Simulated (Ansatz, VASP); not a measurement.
Sb in VASP and in Ansatz

File INCAR:

```
SYSTEM = Sb
PREC = Accurate ; ENCUT = 520
EDIFF = 1E-6 ; ISMEAR = -1
SIGMA = 0.1 ; LREAL = .False.
LASPH = .True. ; NELM = 60
ALGO = Normal ; ISIF = 2
LWAVE = .False. ; LCHARG = .False.
GGA = RP ; NBANDS = 12
```

Contents of KPOINTS:

```
Automatic mesh
0
Gamma
  12 12 7
  0 0 0
```

Contents of POSCAR:

```
Sb
1.0
    3.5229995692      0.0000000000      0.0000000000
   -1.7614997846      3.0510071245      0.0000000000
    0.0000000000      0.0000000000      5.8425695799
Sb
2
Direct
    0.3333333333      0.6666666667      0.2500000000
    0.6666666667      0.3333333333      0.7500000000
```

Input for Ansatz:

```yaml
crystal:
  lattice:
    - [3.5229995692, 0.0, 0.0]
    - [-1.7614997846, 3.0510071245, 0.0]
    - [0.0, 0.0, 5.8425695799]
  atoms:
    - { symbol: Sb, position: [0.3333333333, 0.6666666667, 0.25] }
    - { symbol: Sb, position: [0.6666666667, 0.3333333333, 0.75] }
hamiltonian:
  xc: rpbe
  pseudopotentials:
    kind: paw
    azcp:
      Sb: "pseudopotentials/Sb.paw.azcp"
basis:
  ecutwfc: 420
  fft_grid_basis: typed
kpoints:
  mp_grid: { grid: [12, 12, 7], shift: [0, 0, 0] }
magnetization:
  spin_polarized: false
scf:
  occupations: { method: fermi_dirac, width: 0.1 }
  lower_state_search: "off"
output:
  stress: true
```

Alike in both runs: task single point; functional RPBE; k mesh 12 × 12 × 7; occupations fermi-dirac, width 0.1 eV; no spin polarisation.

```csv
,VASP,Ansatz
version,VASP 6.6.1,Ansatz 0.2.0
potentials or method,"VASP PAW PBE potentials, release 64 (Sb), cutoff 520 eV","plane waves (420 eV) with PAW, scalar-relativistic"
valence electrons in the cell,10,30
```

|  | VASP | Ansatz | Ansatz less VASP |
| --- | --- | --- | --- |
| pressure (GPa) | -4.8 | -4.7 | +0.15 |
| traceless stress, the component that is largest in VASP (GPa) | 0.69 | 0.69 | -0.006 |

VASP's potentials were made for PBE, not for RPBE. VASP's potentials hold 10 valence electrons a cell and Ansatz's 30, so a difference there can come from the potentials and not from the codes.

Spin-orbit coupling is off throughout.
